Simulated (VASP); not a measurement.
Set up this calculation in VASP 6.6.1, as the native input.

```
Task                   : single point
Functional             : PBE
Potentials or basis    : VASP PAW PBE potentials, release 64 (Zn, Pb_d)
Cutoff                 : 520 eV
k mesh                 : 8 × 8 × 8
Occupations            : fermi-dirac, width 0.1 eV
Spin                   : no spin polarisation
Dipole correction      : no
Further INCAR settings : ALGO = Normal; EDIFF = 1e-06; NBANDS = 27
```

The structure of ZnPb2 lies in POSCAR:

```
ZnPb2
1.0
    3.9752792303     -0.0000002887     -0.0000001046
   -1.9876393651      3.4426929449     -0.0000009446
    0.0000000000     -2.2951267004      6.3313726646
Zn Pb
1 2
Direct
    0.0000000000      0.0000000000      0.0000000000
    0.2319361240      0.4638722479      0.6958083719
    0.7680638760      0.5361277521      0.3041916281
```

These files were run (other wordings do the same):

INCAR

```
ALGO = Normal
EDIFF = 1E-6
ENCUT = 520
GGA = PE
ISIF = 2
ISMEAR = -1
LASPH = True
LCHARG = False
LREAL = False
LWAVE = False
NBANDS = 27
NELM = 100
PREC = Accurate
SIGMA = 0.1
```

KPOINTS

```
k-points
0
Gamma
  8 8 8
```

Potentials or basis: VASP PAW PBE potentials, release 64 (Zn, Pb_d).

Run with:

```sh
$ cat potpaw_PBE.64/Zn/POTCAR potpaw_PBE.64/Pb_d/POTCAR > POTCAR
$ mpirun -np 1 vasp_std > vasp.out
```

It gave:

```json
{"Pressure": "-0.7 GPa", "Largest force": "0.006 eV/Å", "Band gap on the k mesh": "zero (band 20 reaches 8.11 eV, above the bottom of band 21 at 3.88 eV)"}
```

Caveat: spin-orbit coupling is left out, which moves the levels of the heavy elements.

Run time: 63 s on 1 thread of AMD EPYC 9R45 96-Core Processor (Zen 5) (shared host), peak memory 0.26 GiB.
